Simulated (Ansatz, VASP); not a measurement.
## SnO in VASP and in Ansatz

```
Sn O
1.0
     3.39915    0.00000    0.00000
     0.00000    5.74877    0.00000
     0.00000    0.00000    4.27753
Sn O
2 2
Direct
  0.50000 0.76809 0.01314
  0.00000 0.23191 0.51314
  0.50000 0.10875 0.23686
  0.00000 0.89125 0.73686
```

Alike in both runs: task single point; functional LDA; k mesh 8 × 5 × 6; occupations fermi-dirac, width 0.05 eV; no spin polarisation.

```csv
,VASP,Ansatz
version,VASP 6.6.1,Ansatz 0.2.0
potentials or method,"VASP PAW LDA potentials, release 64 (Sn_d, O)",Ansatz PAW
plane-wave cutoff (eV),520,420
valence electrons in the cell,40,40
```

|  | VASP | Ansatz | Ansatz less VASP |
| --- | --- | --- | --- |
| gap on the k mesh at the Fermi level (eV) | 1.49 | 1.52 | +0.023 |
| least direct gap on the mesh (eV) | 2.10 | 2.12 | +0.029 |
| pressure (GPa) | -7.6 | -7.8 | -0.21 |
| traceless stress, the component that is largest in VASP (GPa) | -1.22 | -1.24 | -0.025 |
| rms of the force components (eV/Å) | 0.492 | 0.528 | +0.0364 |

LDA's correlation is that of Perdew and Zunger in VASP and of Perdew and Wang (1992) in Ansatz. Atom by atom the forces differ by 0.037 eV/Å (rms over components).

Noted on Ansatz's run: odd divisions of the mesh miss points on the zone boundary, where band edges often lie, so the gap on the mesh can be too wide.
